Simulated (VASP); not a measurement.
# TiSi16 (a cell with a defect) in VASP: further runs

Runs on TiSi16 (a cell with a defect). Level: PBEsol. Tasks: single point.

Program: VASP 6.6.1. These are calculated values, not measurements. Logs are shortened: lines on timing, memory, paths and dates and some standing lists are left out, and cuts for length are marked.

**1. The cell of the first run**

The cell holds a defect, 17 atoms: a = 7.679 Å, b = 7.679 Å, c = 7.679 Å, α = 60.00°, β = 60.00°, γ = 60.00°.

**2. Single point, PBEsol**

Contents of INCAR:

```
ALGO = Normal ; EDIFF = 1E-7
ENCUT = 520 ; GGA = PS
ISIF = 2 ; ISMEAR = 0
LASPH = T ; LCHARG = F
LREAL = Auto ; LWAVE = F
NBANDS = 52 ; NELM = 80
PREC = Accurate ; SIGMA = 0.05
```

Contents of KPOINTS:

```
k-points
0
Gamma
  2 2 2
```

Contents of POSCAR:

```
TiSi16
1.0
    0.0000000000      5.4300000000      5.4300000000
    5.4300000000      0.0000000000      5.4300000000
    5.4300000000      5.4300000000      0.0000000000
Si Ti
16 1
Direct
    0.0025673948      0.0032068141     -0.0089258493
    0.1264839023      0.1271817125      0.1133482779
    0.0060519028      0.0067900755      0.4870396736
    0.1259459577      0.1266415438      0.6208200096
    0.0071678226      0.5006511883     -0.0084254200
    0.1264737799      0.6330417065      0.1133440181
    0.0060323282      0.5001709907      0.4870362483
    0.1407322582      0.6244443873      0.6104247063
    0.4999586950      0.0079523165     -0.0084766306
    0.6323955538      0.1271325281      0.1133706033
    0.4994931735      0.0067272538      0.4870624807
    0.6237419483      0.1415306893      0.6103835138
    0.4999462416      0.5005980444     -0.0084837693
    0.6249332847      0.6257036830      0.1236783565
    0.5040429808      0.5048657458      0.4862158914
    0.6237186686      0.6243663869      0.6103814760
    0.7535602074      0.7543166335      0.7378174138
```

Potentials or basis: VASP PAW PBE potentials, release 64 (Si, Ti_sv).

Launch:

```console
cat potpaw_PBE.64/Si/POTCAR potpaw_PBE.64/Ti_sv/POTCAR > POTCAR
mpirun -np 1 vasp_std > vasp.out
```

OUTCAR:

```text
EDIFF = 1E-7
   ENCUT = 520
   GGA = PS
   ISIF = 2
   ISMEAR = 0
   LASPH = T
   LREAL = Auto
   NELM = 80
   PREC = Accurate

 ion  position               nearest neighbor table
   1  0.003  0.003  0.991-   6 2.32   2 2.32  10 2.32   4 2.32
   2  0.126  0.127  0.113-   1 2.32   5 2.34   9 2.34   3 2.34
   3  0.006  0.007  0.487-   4 2.34   2 2.34  12 2.40   8 2.40  17 2.74
   4  0.126  0.127  0.621-   1 2.32   3 2.34   7 2.34  11 2.34
   5  0.007  0.501  0.992-   6 2.34   2 2.34   8 2.39  14 2.40  17 2.75
   6  0.126  0.633  0.113-   1 2.32   5 2.34  13 2.34   7 2.34
   7  0.006  0.500  0.487-   4 2.34   6 2.34  16 2.40   8 2.40  17 2.74
   8  0.141  0.624  0.610-  15 2.28   5 2.39   3 2.40   7 2.40  17 2.43
   9  0.500  0.008  0.992-  10 2.34   2 2.34  12 2.39  14 2.40  17 2.75
  10  0.632  0.127  0.113-   1 2.32   9 2.34  13 2.34  11 2.34
  11  0.499  0.007  0.487-   4 2.34  10 2.34  16 2.40  12 2.40  17 2.74
  12  0.624  0.142  0.610-  15 2.28   9 2.39   3 2.40  11 2.40  17 2.43
  13  0.500  0.501  0.992-  10 2.34   6 2.34  16 2.39  14 2.40  17 2.75
  14  0.625  0.626  0.124-  15 2.27   5 2.40   9 2.40  13 2.40  17 2.42
  15  0.504  0.505  0.486-  14 2.27   8 2.28  12 2.28  16 2.28
  16  0.624  0.624  0.610-  15 2.28  13 2.39   7 2.40  11 2.40  17 2.43
  17  0.754  0.754  0.738-  14 2.42   8 2.43  12 2.43  16 2.43  11 2.74   7 2.74   3 2.74  13 2.75
                             9 2.75   5 2.75

  LATTYP: Found a face centered cubic cell.
 ALAT       =    10.8600000000

  Lattice vectors:

 A1 = (   0.0000000000,   5.4300000000,   5.4300000000)
 A2 = (   5.4300000000,   0.0000000000,   5.4300000000)
 A3 = (   5.4300000000,   5.4300000000,   0.0000000000)

Analysis of symmetry for initial positions (statically):
=====================================================================
 Subroutine PRICEL returns:
 Original cell was already a primitive cell.

 Routine SETGRP: Setting up the symmetry group for a
 face centered cubic supercell.

 Subroutine GETGRP returns: Found  1 space group operations
 (whereof  1 operations were pure point group operations)
 out of a pool of 48 trial point group operations.

The static configuration has the point symmetry C_1 .

Analysis of symmetry for dynamics (positions and initial velocities):
=====================================================================
 Subroutine PRICEL returns:
 Original cell was already a primitive cell.

 Routine SETGRP: Setting up the symmetry group for a
 face centered cubic supercell.

 Subroutine GETGRP returns: Found  1 space group operations
 (whereof  1 operations were pure point group operations)
 out of a pool of 48 trial point group operations.

The dynamic configuration has the point symmetry C_1 .

 Subroutine INISYM returns: Found  1 space group operations
 (whereof  1 operations are pure point group operations),
 and found     1 'primitive' translations

----------------------------------------------------------------------------------------

                                     Primitive cell

  volume of cell :     320.2060

  direct lattice vectors                    reciprocal lattice vectors
     0.000000000  5.430000000  5.430000000    -0.092081031  0.092081031  0.092081031
     5.430000000  0.000000000  5.430000000     0.092081031 -0.092081031  0.092081031
     5.430000000  5.430000000  0.000000000     0.092081031  0.092081031 -0.092081031

  length of vectors
     7.679179644  7.679179644  7.679179644     0.159489025  0.159489025  0.159489025

  position of ions in fractional coordinates (direct lattice)
     0.002567395  0.003206814  0.991074151
     0.126483902  0.127181712  0.113348278
     0.006051903  0.006790075  0.487039674
     0.125945958  0.126641544  0.620820010
     0.007167823  0.500651188  0.991574580
     0.126473780  0.633041707  0.113344018
[... 9 lines left out ...]
     0.623718669  0.624366387  0.610381476
     0.753560207  0.754316633  0.737817414

  ion indices of the primitive-cell ions
   primitive index   ion index
                 1           1
                 2           2
                 3           3
                 4           4
                 5           5
                 6           6
[... 9 lines left out ...]
                16          16
                17          17

----------------------------------------------------------------------------------------

 KPOINTS: k-points

Automatic generation of k-mesh.
 Grid dimensions read from file:
 generate k-points for:    2    2    2

 Generating k-lattice:

  Cartesian coordinates                     Fractional coordinates (reciprocal lattice)
    -0.046040516  0.046040516  0.046040516     0.500000000  0.000000000  0.000000000
     0.046040516 -0.046040516  0.046040516     0.000000000  0.500000000  0.000000000
     0.046040516  0.046040516 -0.046040516     0.000000000  0.000000000  0.500000000

  Length of vectors
     0.079744512  0.079744512  0.079744512

  Shift w.r.t. Gamma in fractional coordinates (k-lattice)
     0.000000000  0.000000000  0.000000000

 Subroutine IBZKPT returns following result:
 ===========================================

 Found      8 irreducible k-points:

 Following reciprocal coordinates:
            Coordinates               Weight
  0.000000  0.000000  0.000000      1.000000
  0.500000  0.000000  0.000000      1.000000
  0.000000  0.500000  0.000000      1.000000
  0.000000  0.000000  0.500000      1.000000
  0.500000  0.500000  0.500000      1.000000
  0.500000  0.500000  0.000000      1.000000
  0.000000  0.500000  0.500000      1.000000
  0.500000  0.000000  0.500000      1.000000
   k-points           NKPTS =      8   k-points in BZ     NKDIM =      8   number of bands    NBANDS=     52
   number of dos      NEDOS =    301   number of ions     NIONS =     17
   total plane-waves  NPLWV = 216000
   dimension x,y,z NGX =    60 NGY =   60 NGZ =   60
   dimension x,y,z NGXF=   120 NGYF=  120 NGZF=  120
   ions per type =              16   1
   NGX,Y,Z   is equivalent  to a cutoff of  12.99, 12.99, 12.99 a.u.
   NGXF,Y,Z  is equivalent  to a cutoff of  25.98, 25.98, 25.98 a.u.
 SYSTEM =  unknown system
   PREC   = accura    normal or accurate (medium, high low for compatibility)
   ISTART =      0    job   : 0-new  1-cont  2-samecut
   ICHARG =      2    charge: 1-file 2-atom 10-const
   ISPIN  =      1    spin polarized calculation?
   LNONCOLLINEAR =      F non collinear calculations
   LSORBIT =      F    spin-orbit coupling
   LASPH  =      T    aspherical Exc in radial PAW
   ENCUT  =  520.0 eV  38.22 Ry    6.18 a.u.  14.28 14.28 14.28*2*pi/ulx,y,z
   NELM   =     80;   NELMIN=  2; NELMDL= -5     # of ELM steps
   EDIFF  = 0.1E-06   stopping-criterion for ELM
   LREAL  =      T    real-space projection
   EDIFFG = 0.1E-05   stopping-criterion for IOM
   NSW    =      0    number of steps for IOM
   IBRION =     -1    ionic relax: 0-MD 1-quasi-New 2-CG
   NFREE  =      0    steps in history (QN), initial steepest desc. (CG)
   ISIF   =      2    stress and relaxation
   ISYM   =      2    0-nonsym 1-usesym 2-fastsym
   POTIM  = 0.5000    time-step for ionic-motion
   TEBEG  =    0.0;   TEEND  =   0.0 temperature during run
   PSTRESS=    0.0 pullay stress
   NELECT =      76.0000    total number of electrons
   NUPDOWN=      -1.0000    fix difference up-down
   EMIN   =  10.00;   EMAX   =-10.00  energy-range for DOS
   EFERMI =   0.00;   METHOD = LEGACY
   ISMEAR =     0;   SIGMA  =   0.05  broadening in eV -4-tet -1-fermi 0-gaus
   EFERMI_NEDOS =   21; number of points for ismear=-14 and -15
   IALGO  =     38    algorithm
   IMIX   =      4    mixing-type and parameters
     AMIX     =   0.40;   BMIX     =  1.00
     AMIX_MAG =   1.60;   BMIX_MAG =  1.00
  volume/ion in A,a.u.               =      18.84       127.11
  Fermi-wavevector in a.u.,A,eV,Ry     =   1.013607  1.915439 13.978610  1.027399
  Thomas-Fermi vector in A             =   2.146786
   LORBIT       =      0    0 simple, 1 ext, 2 COOP (PROOUT), +10 PAW based schemes
   GGA     = PS    functional components
   LHFCALC =     F    Hartree Fock is set to
   AEXX    =    0.0000 exact exchange contribution
   IVDW    =     0    specifies the selected vdW correction
   LEPSILON=     F    determine dielectric tensor
   LRPA    =     F    only Hartree local field effects (RPA)
 non-spin polarized calculation
 Gauss-broadening in eV      SIGMA  =   0.05
  energy-cutoff  :      520.00
  volume of cell :      320.21
 maximum number of plane-waves:      8646
 NGX is ok and might be reduce to    60
   NGX = 29   NGY = 29   NGZ = 29

 number of electron      76.0000003 magnetization

 Free energy of the ion-electron system (eV)
  ---------------------------------------------------
  ext. energy  EPLUGINS =         0.00000000
  ---------------------------------------------------
  free energy    TOTEN  =       -98.32598986 eV

  energy without entropy =      -98.30349975  energy(sigma->0) =      -98.31474481

 E-fermi :   6.8193     XC(G=0):  -9.8813

 val. band max:        6.7778953858   @ k =   0.5000   0.0000   0.5000
 cond. band min:       6.8439534217   @ k =   0.5000   0.0000   0.0000
 fundamental gap:      0.0660580359
 Fermi energy:         6.8192872405

 k-point     1 :       0.0000    0.0000    0.0000
  band No.  band energies     occupation
      1     -49.7262      2.00000
      2     -26.2076      2.00000
      3     -26.2074      2.00000
      4     -26.1956      2.00000
      5      -5.7875      2.00000
      6      -3.5597      2.00000
[... 42 lines left out ...]
     49       8.0861      0.00000
     50       8.3860      0.00000

 k-point     2 :       0.5000    0.0000    0.0000
  band No.  band energies     occupation
      1     -49.7262      2.00000
      2     -26.2076      2.00000
      3     -26.2074      2.00000
      4     -26.1956      2.00000
      5      -5.0772      2.00000
      6      -4.8646      2.00000
[... 310 lines left out ...]
 k-point     8 :       0.5000    0.0000    0.5000
  band No.  band energies     occupation
      1     -49.7262      2.00000
      2     -26.2076      2.00000
      3     -26.2074      2.00000
      4     -26.1956      2.00000
      5      -4.7511      2.00000
      6      -4.6693      2.00000
[... 42 lines left out ...]
     49       9.7636      0.00000
     50      10.4199      0.00000
 [bands above 50 left out]

------------------------ aborting loop because EDIFF is reached ----------------------------------------

  FORCE on cell =-STRESS in cart. coord.  units (eV):
  Direction    XX          YY          ZZ          XY          YZ          ZX
  --------------------------------------------------------------------------------------
  -------------------------------------------------------------------------------------
  Total        4.1352221      4.1321088      4.1317913      0.0000958      0.0010449     -0.0018339
  in kB       20.6909266     20.6753489     20.6737604      0.0004791      0.0052281     -0.0091763
  external PRESSURE =      20.6800120 kB  Pullay stress =       0.0000000 kB

 VOLUME and BASIS-vectors are now :
 -----------------------------------------------------------------------------
  energy-cutoff  :      520.00
  volume of cell :      320.21
      direct lattice vectors                 reciprocal lattice vectors
     0.000000000  5.430000000  5.430000000    -0.092081031  0.092081031  0.092081031
     5.430000000  0.000000000  5.430000000     0.092081031 -0.092081031  0.092081031
     5.430000000  5.430000000  0.000000000     0.092081031  0.092081031 -0.092081031

 POSITION                                       TOTAL-FORCE (eV/Angst)
 -----------------------------------------------------------------------------------
      5.39895      5.39547      0.03135        -0.001545     -0.001995      0.001515
      1.30608      1.30229      1.37740         0.013167      0.012190      0.014925
      2.68150      2.67749      0.06973         0.001511      0.000416     -0.011444
      4.05872      4.05494      1.37155        -0.018282     -0.018450      0.018070
      8.10279      5.42317      2.75746        -0.000605     -0.007116      0.000262
      4.05287      1.30221      4.12417        -0.015169      0.012282     -0.013604
[... 9 lines left out ...]
      6.70468      6.70116      6.77710        -0.003360     -0.002927      0.004854
      8.10229      8.09818      8.18777        -0.001392      0.002535      0.001955
 -----------------------------------------------------------------------------------
    total drift:                               -0.003013     -0.007270      0.005537

  FREE ENERGIE OF THE ION-ELECTRON SYSTEM (eV)
  ---------------------------------------------------
  free  energy   TOTEN  =       -98.3259898578 eV

  energy  without entropy=      -98.3034997534  energy(sigma->0) =      -98.31474481
```

It took 1.9 min on 1 thread of Intel Xeon 6975P-C (Granite Rapids), shared host; peak memory 0.5 GiB.

What came out:

```yaml
Free_energy: -98.3260 eV
Pressure: 2.1 GPa
Largest_force: 0.032 eV/Å
Band_gap_on_the_k_mesh: zero (bands 38 and 39 overlap by 0.40 eV)
```

Forces in eV/Å, atoms in the order of the input:
```
Si  -0.002 -0.002  0.002
Si   0.013  0.012  0.015
Si   0.002  0.000 -0.011
Si  -0.018 -0.018  0.018
Si  -0.001 -0.007  0.000
Si  -0.015  0.012 -0.014
Si   0.011  0.000 -0.001
Si  -0.003 -0.005  0.003
Si  -0.005  0.000  0.001
Si   0.013 -0.016 -0.013
Si   0.002  0.011 -0.001
Si  -0.005 -0.003  0.003
Si   0.000  0.000  0.006
Si   0.009  0.012 -0.010
Si   0.005  0.004 -0.005
Si  -0.003 -0.003  0.005
Ti  -0.001  0.003  0.002
```

Levels at points of the mesh, in eV from the Fermi level:
```
           k point  band 34  band 35  band 36  band 37  band 38  band 39  band 40  band 41
(0.00, 0.00, 0.00)    -0.95    -0.95    -0.95    -0.40    -0.37    -0.37    -0.13    -0.13
(0.50, 0.00, 0.00)    -1.93    -1.30    -1.30    -0.27     0.02     0.05     0.44     0.44
(0.00, 0.50, 0.00)    -1.93    -1.30    -1.30    -0.27     0.03     0.05     0.44     0.44
(0.00, 0.00, 0.50)    -1.93    -1.30    -1.30    -0.28     0.03     0.03     0.45     0.45
(0.50, 0.50, 0.50)    -1.93    -1.30    -1.30    -0.27     0.03     0.05     0.44     0.44
(0.50, 0.50, 0.00)    -1.94    -1.94    -1.82    -0.71    -0.04     0.58     0.60     1.09
(0.00, 0.50, 0.50)    -1.94    -1.94    -1.82    -0.71    -0.04     0.58     0.60     1.09
(0.50, 0.00, 0.50)    -1.94    -1.94    -1.82    -0.71    -0.04     0.58     0.60     1.09
```

Caveat: the k points lie up to 0.50 Å⁻¹ apart; the PAW data sets were made with another functional, which shifts forces and pressure a little.

**3. Single point, PBEsol**

Contents of INCAR:

```
  PREC = Accurate
  ENCUT = 520
  EDIFF = 1E-7
  ISMEAR = 0
  SIGMA = 0.05
  LREAL = Auto
  LASPH = T
  NELM = 100
  ALGO = Normal
  ISIF = 2
  LWAVE = F
  LCHARG = F
  GGA = PS
  NBANDS = 52
```

Contents of KPOINTS:

```
regular mesh
0
Gamma
  2 2 2
```

Contents of POSCAR:

```
TiSi16
1.0
    0.0000000000      5.4300000000      5.4300000000
    5.4300000000      0.0000000000      5.4300000000
    5.4300000000      5.4300000000      0.0000000000
Si Ti
16 1
Direct
    0.0069119061      0.0063426380      0.0002598339
    0.1273942596      0.1268770705      0.1329146722
    0.0037143343      0.0032088524      0.5033754191
    0.1271738071      0.1266148494      0.6268110094
    0.0071839730      0.5003603264      0.0005300436
    0.1409759466      0.6242792736      0.1244528748
    0.0068876567      0.5000795763      0.5065440039
    0.1273839127      0.6327496151      0.6270507539
    0.5008719886      0.0066810996      0.0005453891
    0.6248290470      0.1404214542      0.1244968388
    0.5006101195      0.0063465047      0.5065725568
    0.6332509521      0.1268816899      0.6270659936
    0.5041128645      0.5035562769      0.0037930699
    0.6250724383      0.6245994574      0.1247710622
    0.5008625830      0.5003661251      0.5068698108
    0.6247966643      0.6242903473      0.6406501460
    0.7540035463      0.7534573131      0.2536690319
```

Potentials or basis: VASP PAW PBE potentials, release 64 (Si, Ti_sv).

Launch:

```console
cat potpaw_PBE.64/Si/POTCAR potpaw_PBE.64/Ti_sv/POTCAR > POTCAR
mpirun -np 1 vasp_std > vasp.out
```

Wall time 2.2 min (1 thread of Intel Xeon 6975P-C (Granite Rapids), shared host); peak memory 0.49 GiB.

The run converged. Its results:

```
Free energy            : -98.3262 eV
Pressure               : 2.1 GPa
Largest force          : 0.014 eV/Å
Band gap on the k mesh : zero (bands 38 and 39 overlap by 0.41 eV)
```

Forces on the atoms (eV/Å):
```
Si   0.003  0.004 -0.006
Si  -0.003 -0.003 -0.005
Si  -0.008 -0.007 -0.007
Si   0.004  0.002  0.003
Si   0.000 -0.005 -0.004
Si   0.003  0.006  0.005
Si   0.003 -0.005  0.003
Si  -0.003 -0.005 -0.003
Si  -0.004  0.001 -0.004
Si   0.005  0.002  0.005
Si  -0.007  0.004  0.004
Si  -0.005 -0.002 -0.002
Si  -0.002  0.000 -0.001
Si   0.002  0.001  0.002
Si  -0.005 -0.005  0.001
Si   0.005  0.005  0.003
Ti   0.011  0.005  0.006
```

Levels at points of the mesh, in eV from the Fermi level:
| k point | band 33 | band 34 | band 35 | band 36 | band 37 | band 38 | band 39 | band 40 | band 41 | band 42 |
| --- | --- | --- | --- | --- | --- | --- | --- | --- | --- | --- |
| (0.00, 0.00, 0.00) | -1.66 | -0.95 | -0.95 | -0.95 | -0.38 | -0.37 | -0.37 | -0.13 | -0.13 | 0.22 |
| (0.50, 0.00, 0.00) | -1.93 | -1.93 | -1.30 | -1.30 | -0.27 | 0.03 | 0.04 | 0.44 | 0.44 | 0.79 |
| (0.00, 0.50, 0.00) | -1.93 | -1.93 | -1.30 | -1.30 | -0.27 | 0.03 | 0.04 | 0.44 | 0.44 | 0.79 |
| (0.00, 0.00, 0.50) | -1.93 | -1.93 | -1.30 | -1.30 | -0.27 | 0.03 | 0.04 | 0.44 | 0.44 | 0.79 |
| (0.50, 0.50, 0.50) | -1.93 | -1.93 | -1.30 | -1.30 | -0.27 | 0.03 | 0.03 | 0.44 | 0.44 | 0.79 |
| (0.50, 0.50, 0.00) | -2.41 | -1.94 | -1.94 | -1.82 | -0.71 | -0.04 | 0.59 | 0.59 | 1.09 | 1.33 |
| (0.00, 0.50, 0.50) | -2.41 | -1.94 | -1.94 | -1.82 | -0.71 | -0.04 | 0.59 | 0.59 | 1.09 | 1.33 |
| (0.50, 0.00, 0.50) | -2.41 | -1.94 | -1.94 | -1.82 | -0.71 | -0.04 | 0.59 | 0.59 | 1.09 | 1.33 |

Caveat: the k points lie up to 0.50 Å⁻¹ apart; the PAW data sets were made with another functional, which shifts forces and pressure a little.

(Part 1 of 2 ends here.)
